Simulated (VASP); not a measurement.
A run of VASP 6.6.1 is set up as follows.

File POSCAR:

```
KAs2Rh2
1.0
   -2.0028487298      2.0028487298      6.7010034794
    2.0028487298     -2.0028487298      6.7010034794
    2.0028487298      2.0028487298     -6.7010034794
K As Rh
1 2 2
Direct
    0.0000000000      0.0000000000      0.0000000000
    0.6476749600      0.6476749600      0.0000000000
    0.3523250400      0.3523250400      0.0000000000
    0.7500000000      0.2500000000      0.5000000000
    0.2500000000      0.7500000000      0.5000000000
```

Contents of INCAR.step1:

```
SYSTEM = KAs2Rh2
ALGO = Normal
EDIFF = 1E-4
ENCUT = 520
GGA = PE
ISMEAR = 0
LASPH = .True.
LCHARG = .False.
LREAL = .False.
LWAVE = .True.
NBANDS = 32
NELM = 80
PREC = Accurate
SIGMA = 0.1
```

INCAR.step2

```
SYSTEM = KAs2Rh2
ALGO = Normal
EDIFF = 1E-7
ENCUT = 520
ISIF = 2
ISMEAR = 0
ISTART = 1
LASPH = .True.
LCHARG = .False.
LMIXTAU = .True.
LREAL = .False.
LWAVE = .False.
METAGGA = R2SCAN
NBANDS = 32
NELM = 80
PREC = Accurate
SIGMA = 0.1
```

File KPOINTS:

```
k-points
0
Gamma
  6 6 6
  0 0 0
```

Potentials or basis: VASP PAW PBE potentials, release 64 (K_sv, As, Rh_pv).

The run is started by

```console
$ cat potpaw_PBE.64/K_sv/POTCAR potpaw_PBE.64/As/POTCAR potpaw_PBE.64/Rh_pv/POTCAR > POTCAR
$ cp INCAR.step1 INCAR
$ mpirun -np 1 vasp_std > vasp.out
$ cp INCAR.step2 INCAR
$ mpirun -np 1 vasp_std > vasp.out
```

**Question.** Predict the largest force.

**Answer.** 0.033 eV/Å.

**Question.** Estimate the pressure.

**Answer.** -0.1 GPa.

Forces in eV/Å, atoms in the order of the input:
```
K    0.000  0.000  0.000
As   0.000  0.000  0.033
As   0.000  0.000 -0.033
Rh   0.000  0.000  0.000
Rh   0.000  0.000  0.000
```

Caveat: the k points lie up to 0.37 Å⁻¹ apart; the PAW data sets were made with another functional, which shifts forces and pressure a little.
